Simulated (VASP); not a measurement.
Runs of VASP 6.6.1 on CdSe. The structure is that of space group P6_3mc (No. 186), or close to it. The cells are those of the table. 

| cell | gap on the mesh (eV) | pressure (GPa) | largest force (eV/Å) |
| --- | --- | --- | --- |
| a = 4.420, b = 4.420, c = 6.636 Å, angles 90.0, 90.0, 120.0°, 4 atoms | 1.15 | 2.6 | 0.94 |
| a = 4.538, b = 4.538, c = 6.295 Å, angles 90.0, 90.0, 120.0°, 4 atoms | (a) | 4.9 | 2.36 |
| a = 4.164, b = 4.164, c = 7.475 Å, angles 90.0, 90.0, 120.0°, 4 atoms | 0.98 | 2.6 | 0.56 |
| a = 4.045, b = 4.045, c = 7.922 Å, angles 90.0, 90.0, 120.0°, 4 atoms | (b) | 4.5 | 0.85 |

Alike in all rows: task single point; level r2SCAN; potentials or basis VASP PAW PBE potentials, release 64 (Cd, Se); no spin polarisation; k mesh 12 × 12 × 4; cutoff (eV) 520; smearing gaussian 0.05 eV.

Q: Fill in the values left out.

A: (a) 1.21; (b) 0.72.

Caveats: the PAW data sets were made with another functional, which shifts forces and pressure a little; the stress differs along the axes, from -1 to 9 GPa (at least some runs); the stress differs along the axes, from -2 to 19 GPa (at least some runs); the stress differs along the axes, from -3 to 5 GPa (at least some runs); the stress differs along the axes, from -5 to 9 GPa (at least some runs); semilocal functionals underestimate gaps, and a narrow one can read as zero (at least some runs).

A k mesh can miss the band edges, and the runs leave out spin-orbit coupling on Cd, Se.
